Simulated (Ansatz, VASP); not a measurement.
**TiC3: VASP beside Ansatz**

```
Ti C
1.0
     3.70876    0.00000    0.00000
     0.00000    3.70876    0.00000
     0.00000    0.00000    3.70876
Ti C
1 3
Direct
  0.00000 0.00000 0.00000
  0.50000 0.00000 0.00000
  0.00000 0.50000 0.00000
  0.00000 0.00000 0.50000
```

Alike in both runs: task relaxation of cell and atoms; functional PBE; k mesh 6 × 6 × 6; occupations gaussian, width 0.1 eV; no spin polarisation.

|  | VASP | Ansatz |
| --- | --- | --- |
| version | VASP 6.6.1 | Ansatz 0.2.0 |
| potentials or method | VASP PAW PBE potentials, release 64 (Ti_sv, C), cutoff 600 eV | scalar-relativistic, plane waves, PAW |
| valence electrons in the cell | 24 | 24 |

```csv
,VASP,Ansatz,Ansatz less VASP
"gap on the k mesh at the Fermi level, each at its own relaxed structure (eV)",none,none,-
relaxed volume (Å³/atom),16.71,16.71,+0.003
relaxed length of the cell vector where the two differ most in proportion (Å),4.058,4.058,+0.0002
```

A gap of «none» marks a metal or a gap that the smearing closes.

Noted on VASP's run: the volume moved by over 15 % at a fixed basis, so the end points are rough.
